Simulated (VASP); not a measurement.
# NaF (Fm-3m) in VASP: settings compared

The runs below take NaF through single point, with PBE, r2SCAN, HSE06.

Program: VASP 6.6.1. These are calculated values, not measurements. Logs are shortened: lines on timing, memory, paths and dates and some standing lists are left out, and cuts for length are marked.

## Step 1: The cell of the first run

The structure is cubic, space group Fm-3m (No. 225). The conventional cell has a = 4.594 Å, b = 4.594 Å, c = 4.594 Å, α = 90.00°, β = 90.00°, γ = 90.00°. Within 3.0 Å of Na (site symmetry m-3m) lie 6 F at 2.30 Å. F (site symmetry m-3m) has 6 Na at 2.30 Å within 3.0 Å.

## Step 2: Single point, PBE

Contents of INCAR:

```
SYSTEM = NaF
PREC = Accurate
ENCUT = 520
EDIFF = 1E-6
ISMEAR = 0
SIGMA = 0.01
LREAL = .FALSE.
LASPH = .TRUE.
NELM = 80
ALGO = Normal
ISIF = 2
LWAVE = .FALSE.
LCHARG = .FALSE.
GGA = PE
NBANDS = 14
```

Contents of KPOINTS:

```
regular mesh
0
G
  6 6 6
  0 0 0
```

Contents of POSCAR:

```
NaF
1.0
    0.0000000000      2.2971680762      2.2971680762
    2.2971680762      0.0000000000      2.2971680762
    2.2971680762      2.2971680762      0.0000000000
Na F
1 1
Direct
    0.0000000000      0.0000000000      0.0000000000
    0.5000000000      0.5000000000      0.5000000000
```

Potentials or basis: VASP PAW PBE potentials, release 64 (Na_pv, F).

On the command line:

```console
cat potpaw_PBE.64/Na_pv/POTCAR potpaw_PBE.64/F/POTCAR > POTCAR
mpirun -np 1 vasp_std > vasp.out
```

OUTCAR:

```text
SYSTEM = NaF
   PREC = Accurate
   ENCUT = 520
   EDIFF = 1E-6
   ISMEAR = 0
   LREAL = .FALSE.
   LASPH = .TRUE.
   NELM = 80
   ISIF = 2
   GGA = PE

 ion  position               nearest neighbor table
   1  0.000  0.000  0.000-   2 2.30   2 2.30   2 2.30   2 2.30   2 2.30   2 2.30
   2  0.500  0.500  0.500-   1 2.30   1 2.30   1 2.30   1 2.30   1 2.30   1 2.30

  LATTYP: Found a face centered cubic cell.
 ALAT       =     4.5943361524

  Lattice vectors:

 A1 = (   0.0000000000,   2.2971680762,   2.2971680762)
 A2 = (   2.2971680762,   0.0000000000,   2.2971680762)
 A3 = (   2.2971680762,   2.2971680762,   0.0000000000)

Analysis of symmetry for initial positions (statically):
=====================================================================
 Subroutine PRICEL returns:
 Original cell was already a primitive cell.

 Routine SETGRP: Setting up the symmetry group for a
 face centered cubic supercell.

 Subroutine GETGRP returns: Found 48 space group operations
 (whereof 48 operations were pure point group operations)
 out of a pool of 48 trial point group operations.

The static configuration has the point symmetry O_h .

Analysis of symmetry for dynamics (positions and initial velocities):
=====================================================================
 Subroutine PRICEL returns:
 Original cell was already a primitive cell.

 Routine SETGRP: Setting up the symmetry group for a
 face centered cubic supercell.

 Subroutine GETGRP returns: Found 48 space group operations
 (whereof 48 operations were pure point group operations)
 out of a pool of 48 trial point group operations.

The dynamic configuration has the point symmetry O_h .

 Subroutine INISYM returns: Found 48 space group operations
 (whereof 48 operations are pure point group operations),
 and found     1 'primitive' translations

----------------------------------------------------------------------------------------

                                     Primitive cell

  volume of cell :      24.2442

  direct lattice vectors                    reciprocal lattice vectors
     0.000000000  2.297168076  2.297168076    -0.217659302  0.217659302  0.217659302
     2.297168076  0.000000000  2.297168076     0.217659302 -0.217659302  0.217659302
     2.297168076  2.297168076  0.000000000     0.217659302  0.217659302 -0.217659302

  length of vectors
     3.248686248  3.248686248  3.248686248     0.376996970  0.376996970  0.376996970

  position of ions in fractional coordinates (direct lattice)
     0.000000000  0.000000000  0.000000000
     0.500000000  0.500000000  0.500000000

  ion indices of the primitive-cell ions
   primitive index   ion index
                 1           1
                 2           2

----------------------------------------------------------------------------------------

 KPOINTS: regular mesh

Automatic generation of k-mesh.
 Grid dimensions read from file:
 generate k-points for:    6    6    6

 Generating k-lattice:

  Cartesian coordinates                     Fractional coordinates (reciprocal lattice)
    -0.036276550  0.036276550  0.036276550     0.166666667  0.000000000  0.000000000
     0.036276550 -0.036276550  0.036276550     0.000000000  0.166666667  0.000000000
     0.036276550  0.036276550 -0.036276550     0.000000000  0.000000000  0.166666667

  Length of vectors
     0.062832828  0.062832828  0.062832828

  Shift w.r.t. Gamma in fractional coordinates (k-lattice)
     0.000000000  0.000000000  0.000000000

 Subroutine IBZKPT returns following result:
 ===========================================

 Found     16 irreducible k-points:

 Following reciprocal coordinates:
            Coordinates               Weight
  0.000000  0.000000  0.000000      1.000000
  0.166667  0.000000  0.000000      8.000000
  0.333333  0.000000  0.000000      8.000000
  0.500000  0.000000  0.000000      4.000000
  0.166667  0.166667  0.000000      6.000000
  0.333333  0.166667  0.000000     24.000000
[... 8 lines left out ...]
 -0.333333  0.333333  0.166667     24.000000
 -0.333333  0.500000  0.166667     12.000000
   k-points           NKPTS =     16   k-points in BZ     NKDIM =     16   number of bands    NBANDS=     14
   number of dos      NEDOS =    301   number of ions     NIONS =      2
   total plane-waves  NPLWV =  13824
   dimension x,y,z NGX =    24 NGY =   24 NGZ =   24
   dimension x,y,z NGXF=    48 NGYF=   48 NGZF=   48
   ions per type =               1   1
   NGX,Y,Z   is equivalent  to a cutoff of  12.28, 12.28, 12.28 a.u.
   NGXF,Y,Z  is equivalent  to a cutoff of  24.56, 24.56, 24.56 a.u.
 SYSTEM =  NaF
   PREC   = accura    normal or accurate (medium, high low for compatibility)
   ISTART =      0    job   : 0-new  1-cont  2-samecut
   ICHARG =      2    charge: 1-file 2-atom 10-const
   ISPIN  =      1    spin polarized calculation?
   LNONCOLLINEAR =      F non collinear calculations
   LSORBIT =      F    spin-orbit coupling
   LASPH  =      T    aspherical Exc in radial PAW
   ENCUT  =  520.0 eV  38.22 Ry    6.18 a.u.   6.04  6.04  6.04*2*pi/ulx,y,z
   NELM   =     80;   NELMIN=  2; NELMDL= -5     # of ELM steps
   EDIFF  = 0.1E-05   stopping-criterion for ELM
   LREAL  =      F    real-space projection
   EDIFFG = 0.1E-04   stopping-criterion for IOM
   NSW    =      0    number of steps for IOM
   IBRION =     -1    ionic relax: 0-MD 1-quasi-New 2-CG
   NFREE  =      0    steps in history (QN), initial steepest desc. (CG)
   ISIF   =      2    stress and relaxation
   ISYM   =      2    0-nonsym 1-usesym 2-fastsym
   POTIM  = 0.5000    time-step for ionic-motion
   TEBEG  =    0.0;   TEEND  =   0.0 temperature during run
   PSTRESS=    0.0 pullay stress
   NELECT =      14.0000    total number of electrons
   NUPDOWN=      -1.0000    fix difference up-down
   EMIN   =  10.00;   EMAX   =-10.00  energy-range for DOS
   EFERMI =   0.00;   METHOD = LEGACY
   ISMEAR =     0;   SIGMA  =   0.01  broadening in eV -4-tet -1-fermi 0-gaus
   EFERMI_NEDOS =   21; number of points for ismear=-14 and -15
   IALGO  =     38    algorithm
   IMIX   =      4    mixing-type and parameters
     AMIX     =   0.40;   BMIX     =  1.00
     AMIX_MAG =   1.60;   BMIX_MAG =  1.00
  volume/ion in A,a.u.               =      12.12        81.80
  Fermi-wavevector in a.u.,A,eV,Ry     =   1.363269  2.576204 25.286442  1.858501
  Thomas-Fermi vector in A             =   2.489686
   LORBIT       =      0    0 simple, 1 ext, 2 COOP (PROOUT), +10 PAW based schemes
   GGA     = PE    functional components
   LHFCALC =     F    Hartree Fock is set to
   AEXX    =    0.0000 exact exchange contribution
   IVDW    =     0    specifies the selected vdW correction
   LEPSILON=     F    determine dielectric tensor
   LRPA    =     F    only Hartree local field effects (RPA)
 non-spin polarized calculation
 Gauss-broadening in eV      SIGMA  =   0.01
  energy-cutoff  :      520.00
  volume of cell :       24.24
 maximum number of plane-waves:       660
   NGX = 13   NGY = 13   NGZ = 13

 number of electron      13.9999992 magnetization

 Free energy of the ion-electron system (eV)
  ---------------------------------------------------
  ext. energy  EPLUGINS =         0.00000000
  ---------------------------------------------------
  free energy    TOTEN  =        -8.54956453 eV

  energy without entropy =       -8.54956453  energy(sigma->0) =       -8.54956453

 E-fermi :  -1.8044     XC(G=0):  -9.2791

 val. band max:       -1.9696245917   @ k =   0.0000   0.0000   0.0000
 cond. band min:       4.4710299325   @ k =   0.0000   0.0000   0.0000
 fundamental gap:      6.4406545243
 Fermi energy:        -1.8044345143

 k-point     1 :       0.0000    0.0000    0.0000
  band No.  band energies     occupation
      1     -21.1875      2.00000
      2     -20.8402      2.00000
      3     -20.8402      2.00000
      4     -20.8402      2.00000
      5      -1.9696      2.00000
      6      -1.9696      2.00000
      7      -1.9696      2.00000
      8       4.4710      0.00000
      9      17.1916      0.00000
     10      17.1916      0.00000
     11      17.1917      0.00000
     12      20.1069      0.00000
     13      22.3139      0.00000
     14      22.3139      0.00000

 k-point     2 :       0.1667    0.0000    0.0000
  band No.  band energies     occupation
      1     -21.4486      2.00000
      2     -20.8435      2.00000
      3     -20.8435      2.00000
      4     -20.5424      2.00000
      5      -2.4713      2.00000
      6      -2.0379      2.00000
      7      -2.0379      2.00000
      8       5.4145      0.00000
      9      14.7031      0.00000
     10      17.6139      0.00000
     11      17.6139      0.00000
     12      21.4933      0.00000
     13      21.4933      0.00000
     14      22.6229      0.00000

 k-point     3 :       0.3333    0.0000    0.0000
  band No.  band energies     occupation
      1     -21.7064      2.00000
      2     -20.8500      2.00000
      3     -20.8500      2.00000
      4     -20.2089      2.00000
      5      -3.2729      2.00000
      6      -2.1716      2.00000
      7      -2.1716      2.00000
      8       7.4228      0.00000
      9      12.2016      0.00000
     10      18.2886      0.00000
     11      18.2886      0.00000
     12      21.0181      0.00000
     13      21.0181      0.00000
     14      22.4728      0.00000

 k-point     4 :       0.5000    0.0000    0.0000
  band No.  band energies     occupation
      1     -21.7992      2.00000
      2     -20.8532      2.00000
      3     -20.8532      2.00000
      4     -20.0777      2.00000
      5      -3.6140      2.00000
      6      -2.2371      2.00000
      7      -2.2371      2.00000
      8       8.9725      0.00000
      9      10.7202      0.00000
     10      18.4227      0.00000
     11      18.4227      0.00000
     12      21.2596      0.00000
     13      21.2596      0.00000
     14      22.1358      0.00000

 k-point     5 :       0.1667    0.1667    0.0000
  band No.  band energies     occupation
      1     -21.4398      2.00000
      2     -20.8545      2.00000
      3     -20.8545      2.00000
      4     -20.5290      2.00000
      5      -2.5302      2.00000
      6      -2.0830      2.00000
      7      -2.0830      2.00000
      8       5.7036      0.00000
      9      14.4710      0.00000
     10      17.4602      0.00000
     11      17.4602      0.00000
[... 140 lines left out ...]
 k-point    14 :       0.5000    0.3333    0.1667
  band No.  band energies     occupation
      1     -21.5443      2.00000
      2     -20.9046      2.00000
      3     -20.8763      2.00000
      4     -20.3216      2.00000
      5      -3.1800      2.00000
      6      -2.5106      2.00000
      7      -2.3187      2.00000
      8       9.0104      0.00000
      9      11.9343      0.00000
     10      15.3051      0.00000
     11      17.1143      0.00000
     12      19.6647      0.00000
     13      22.6304      0.00000
     14      25.5137      0.00000

 k-point    15 :      -0.3333    0.3333    0.1667
  band No.  band energies     occupation
      1     -21.5203      2.00000
      2     -20.9225      2.00000
      3     -20.8967      2.00000
      4     -20.3079      2.00000
      5      -3.1403      2.00000
      6      -2.7216      2.00000
      7      -2.3986      2.00000
      8      10.6099      0.00000
      9      11.1354      0.00000
     10      14.4627      0.00000
     11      16.3389      0.00000
     12      20.9843      0.00000
     13      21.6958      0.00000
     14      26.3515      0.00000

 k-point    16 :      -0.3333    0.5000    0.1667
  band No.  band energies     occupation
      1     -21.3182      2.00000
      2     -20.9693      2.00000
      3     -20.9216      2.00000
      4     -20.4693      2.00000
      5      -3.0830      2.00000
      6      -2.6379      2.00000
      7      -2.5202      2.00000
      8      11.4126      0.00000
      9      11.4278      0.00000
     10      12.8931      0.00000
     11      16.0645      0.00000
     12      19.8189      0.00000
     13      24.4140      0.00000
     14      24.4810      0.00000

------------------------ aborting loop because EDIFF is reached ----------------------------------------

  FORCE on cell =-STRESS in cart. coord.  units (eV):
  Direction    XX          YY          ZZ          XY          YZ          ZX
  --------------------------------------------------------------------------------------
  -------------------------------------------------------------------------------------
  Total        0.5299153      0.5299153      0.5299153      0.0000000     -0.0000000      0.0000000
  in kB       35.0194035     35.0194035     35.0194035      0.0000000     -0.0000000      0.0000000
  external PRESSURE =      35.0194035 kB  Pullay stress =       0.0000000 kB

 VOLUME and BASIS-vectors are now :
 -----------------------------------------------------------------------------
  energy-cutoff  :      520.00
  volume of cell :       24.24
      direct lattice vectors                 reciprocal lattice vectors
     0.000000000  2.297168076  2.297168076    -0.217659302  0.217659302  0.217659302
     2.297168076  0.000000000  2.297168076     0.217659302 -0.217659302  0.217659302
     2.297168076  2.297168076  0.000000000     0.217659302  0.217659302 -0.217659302

 POSITION                                       TOTAL-FORCE (eV/Angst)
 -----------------------------------------------------------------------------------
      0.00000      0.00000      0.00000         0.000000     -0.000000     -0.000000
      2.29717      2.29717      2.29717        -0.000000      0.000000      0.000000
 -----------------------------------------------------------------------------------
    total drift:                                0.000000     -0.000000      0.000000

  FREE ENERGIE OF THE ION-ELECTRON SYSTEM (eV)
  ---------------------------------------------------
  free  energy   TOTEN  =        -8.5495645268 eV

  energy  without entropy=       -8.5495645268  energy(sigma->0) =       -8.54956453
```

Run time: 8.2 s. Hardware: 1 thread of Oxide Virtual Turin-like, shared host; peak memory 0.1 GiB.

What came out:

- Free energy: -8.5496 eV
- Pressure: 3.5 GPa
- Band gap on the k mesh: 6.44 eV

Caveat: the cell stands under pressure.

[end of part 1 of 2]
